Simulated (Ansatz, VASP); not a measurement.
# CdS: VASP beside Ansatz

Contents of POSCAR:

```
CdS
1.0
    0.0190461122      2.9423891920      2.9423891920
    2.9423891920      0.0190461122      2.9423891920
    2.9423891920      2.9423891920      0.0190461122
Cd S
1 1
Direct
    0.0007202689      0.0007202689      0.0007202689
    0.2492797311      0.2492797311      0.2492797311
```

File INCAR.step1:

```
SYSTEM = CdS
ALGO = Normal ; EDIFF = 1E-4
ENCUT = 520 ; GGA = PE
ISMEAR = 0 ; LASPH = .TRUE.
LCHARG = .FALSE. ; LREAL = .FALSE.
LWAVE = .TRUE. ; NBANDS = 16
NELM = 80 ; PREC = Accurate
SIGMA = 0.01
```

Contents of INCAR.step2:

```
SYSTEM = CdS
ALGO = Normal ; EDIFF = 1E-6
ENCUT = 520 ; ISIF = 2
ISMEAR = 0 ; ISTART = 1
LASPH = .TRUE. ; LCHARG = .TRUE.
LELF = .TRUE. ; LMIXTAU = .TRUE.
LREAL = .FALSE. ; LVHAR = .TRUE.
LWAVE = .FALSE. ; METAGGA = R2SCAN
NBANDS = 16 ; NELM = 80
PREC = Accurate ; SIGMA = 0.01
```

Contents of KPOINTS:

```
k-points
0
G
  8 8 8
  0 0 0
```

Input for Ansatz:

```yaml
crystal:
  lattice:
    - [0.0190461122, 2.942389192, 2.942389192]
    - [2.942389192, 0.0190461122, 2.942389192]
    - [2.942389192, 2.942389192, 0.0190461122]
  atoms:
    - { symbol: Cd, position: [0.0007202689, 0.0007202689, 0.0007202689] }
    - { symbol: S, position: [0.2492797311, 0.2492797311, 0.2492797311] }
kpoints:
  mp_grid: { grid: [8, 8, 8] }
  band_path:
    path:
      - [0.0, 0.0, 0.0]
      - [-0.5, -0.5, 0.0]
      - [-0.375, -0.375, 0.25]
      - [-0.375, 0.0, 0.375]
      - [0.0, 0.0, 0.5]
      - [-0.5, -0.25, 0.25]
    npoints: 1
hamiltonian:
  xc: r2scan
scf:
  occupations: { method: fixed }
  n_extra_bands: 4
output:
  forces: true
  stress: true
  eigenvalues: true
```

Change from the starting cell: epitaxial_111 strain -0.5%.

Alike in both runs: task single point; functional r2SCAN; k mesh 8 × 8 × 8; no spin polarisation.

|  | VASP | Ansatz |
| --- | --- | --- |
| version | VASP 6.6.1 | Ansatz 0.2.0 |
| potentials or method | VASP PAW PBE potentials, release 64 (Cd, S) | plane waves, PAW |
| plane-wave cutoff (eV) | 520 | 500 |
| occupations | gaussian, width 0.01 eV | fixed |
| valence electrons in the cell | 18 | 26 |

VASP gave:

- gap on the k mesh at the Fermi level (eV): 1.54
- pressure (GPa): 0.7
- traceless stress, the component that is largest in VASP (GPa): -0.17

Task: What did Ansatz give for the same quantities?

Result: gap on the k mesh at the Fermi level (eV): 1.54; pressure (GPa): 0.4; traceless stress, the component that is largest in VASP (GPa): -0.17.

VASP's potentials were made for PBE, not for r2SCAN. VASP's potentials hold 18 valence electrons a cell and Ansatz's 26, so a difference there can come from the potentials and not from the codes.
